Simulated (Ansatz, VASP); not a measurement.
## One calculation of TlCl, two programs

```xyz
2
Lattice="3.7936 0.0000 0.0000 0.0000 3.7936 0.0000 0.0000 0.0000 3.7936" Properties=species:S:1:pos:R:3 pbc="T T T"
Tl    0.0000    0.0000    0.0000
Cl    1.8968    1.8968    1.8968
```

Alike in both runs: task single point; functional PBE; k mesh 6 × 6 × 6; no spin polarisation.

|  | VASP | Ansatz |
| --- | --- | --- |
| version | VASP 6.6.1 | Ansatz 0.2.0 |
| potentials or method | VASP PAW PBE potentials, release 64 (Tl_d, Cl) | plane waves, PAW |
| plane-wave cutoff (eV) | 500 | 420 |
| occupations | gaussian, width 0.01 eV | fixed |
| valence electrons in the cell | 20 | 20 |

Ansatz gave:

```
gap on the k mesh at the Fermi level (eV) : 1.99
pressure (GPa)                            : 2.3
```

What did VASP give for the same quantities?

gap on the k mesh at the Fermi level (eV): 2.00; pressure (GPa): 2.2.

Spin-orbit coupling is off throughout.
